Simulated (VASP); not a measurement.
Write the native input for VASP 6.6.1 that does the following.

| Item | Value |
| --- | --- |
| Task | single point |
| Functional | PBE |
| Potentials or basis | VASP PAW PBE potentials, release 64 (Fe) |
| Cutoff | 520 eV |
| k mesh | 1 × 1 × 29 |
| Occupations | gaussian, width 0.05 eV |
| Spin | collinear spin, ferromagnetic start |
| Starting moments | [2.44] μB |
| Dipole correction | no |
| Further INCAR settings | ALGO = Normal; EDIFF = 1e-06; NBANDS = 14 |

The structure of Fe lies in POSCAR:

```
Fe
1.0
    9.0000000000      0.0000000000      0.0000000000
    0.0000000000      9.3000000000      0.0000000000
    0.0000000000      0.0000000000      2.2648388017
Fe
1
Direct
    0.5000000000      0.5000000000      0.0000000000
```

The input as run:

INCAR

```
SYSTEM = Fe
PREC = Accurate ; ENCUT = 520
EDIFF = 1E-6 ; ISMEAR = 0
SIGMA = 0.05 ; LREAL = .FALSE.
LASPH = .TRUE. ; NELM = 150
ALGO = Normal ; ISIF = 2
LWAVE = .FALSE. ; LCHARG = .FALSE.
ISPIN = 2 ; MAGMOM = 2.44
LORBIT = 11 ; LMAXMIX = 4
GGA = PE ; NBANDS = 14
```

KPOINTS

```
Automatic mesh
0
G
  1 1 29
  0 0 0
```

Potentials or basis: VASP PAW PBE potentials, release 64 (Fe).

Command:

```bash
$ cat potpaw_PBE.64/Fe/POTCAR > POTCAR
$ mpirun -np 1 vasp_std > vasp.out
```

It gave:

The net moment is 3.31 μB per cell. The site moments are Fe +3.11 μB. The valence electrons inside the program's atomic spheres are Fe 6.85.

Run time: 67 s on 1 thread of AMD EPYC 9R45 96-Core Processor (Zen 5), with other jobs on the host, peak memory 0.33 GiB.
